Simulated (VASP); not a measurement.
Wanted: the native input for a VASP 6.6.1 run.

- Task: relaxation of cell and atoms
- Functional: PBE
- Dispersion: D3(BJ)
- Potentials or basis: VASP PAW PBE potentials, release 64 (Te, Mo_sv)
- Cutoff: 600 eV
- k mesh: 9 × 9 × 2
- Occupations: gaussian, width 0.02 eV
- Spin: no spin polarisation
- Dipole correction: no
- Further INCAR settings: ALGO = Normal; EDIFF = 1e-06; IBRION = 2; EDIFFG = -0.005; NSW = 100; ISIF = 3

The structure of Te2Mo lies in POSCAR:

```
Te2Mo
1.0
    3.4966719776      0.0000000000      0.0000000000
   -1.7483359888      3.0282067613      0.0000000000
    0.0000000000      0.0000000000     13.7051192426
Te Mo
4 2
Direct
    0.3333333333      0.6666666667      0.1174268768
    0.6666666667      0.3333333333      0.6173931118
    0.6666666667      0.3333333333      0.8825731232
    0.3333333333      0.6666666667      0.3826068882
    0.3333333333      0.6666666667      0.7499829024
    0.6666666667      0.3333333333      0.2500170976
```

One way to write it, as run:

INCAR

```
PREC = Accurate
ENCUT = 600
EDIFF = 1E-6
ISMEAR = 0
SIGMA = 0.02
LREAL = False
LASPH = True
NELM = 100
ALGO = Normal
ISIF = 3
LWAVE = False
LCHARG = False
GGA = PE
IVDW = 12
IBRION = 2
NSW = 100
EDIFFG = -0.005
```

KPOINTS

```
Automatic mesh
0
Gamma
  9 9 2
```

Potentials or basis: VASP PAW PBE potentials, release 64 (Te, Mo_sv).

Command:

```bash
$ cat potpaw_PBE.64/Te/POTCAR potpaw_PBE.64/Mo_sv/POTCAR > POTCAR
$ mpirun -np 1 vasp_std > vasp.out
```

Results of the run:

```yaml
Relaxed_volume: 24.14 Å³/atom
Relaxed_cell: a = 3.495 Å, b = 3.495 Å, c = 13.692 Å, α = 90.00°, β = 90.00°, γ = 120.00°
Space_group_after_relaxing_to_0.05_Å: P6_3/mmc (No. 194)
Energy_gained_by_relaxing: 0.0 meV/atom
Ionic_steps: 11
Pressure_after_relaxing: 0.0 GPa
Band_gap_on_the_k_mesh: 0.66 eV, indirect (least direct gap 1.03 eV)
Dispersion_energy_per_atom: -0.555 eV
```

Caveat: spin-orbit coupling is left out, which moves the levels of the heavy elements.

Run time: 12 min on 1 thread of Intel(R) Xeon(R) Platinum 8259CL CPU @ 2.50GHz (Skylake/Cascade Lake), on a shared host, peak memory 0.37 GiB.
